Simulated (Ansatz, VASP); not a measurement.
**Two plane-wave programs on In**

```
CELL_PARAMETERS angstrom
3.34694 0.00000 0.00000
-1.67347 2.89853 0.00000
0.00000 0.00000 5.44851
ATOMIC_POSITIONS crystal
In 0.33333 0.66667 0.25000
In 0.66667 0.33333 0.75000
```

Alike in both runs: task single point; functional r2SCAN; k mesh 12 × 12 × 7; occupations fermi-dirac, width 0.1 eV; no spin polarisation.

|  | VASP | Ansatz |
| --- | --- | --- |
| version | VASP 6.6.1 | Ansatz 0.2.0 |
| potentials or method | VASP PAW PBE potentials, release 64 (In_d), cutoff 520 eV | plane waves (500 eV) with PAW, scalar-relativistic |
| valence electrons in the cell | 26 | 26 |

|  | VASP | Ansatz | Ansatz less VASP |
| --- | --- | --- | --- |
| pressure (GPa) | 0.1 | 0.0 | -0.03 |
| traceless stress, the component that is largest in VASP (GPa) | -0.48 | -0.49 | -0.005 |

VASP's potentials were made for PBE, not for r2SCAN.
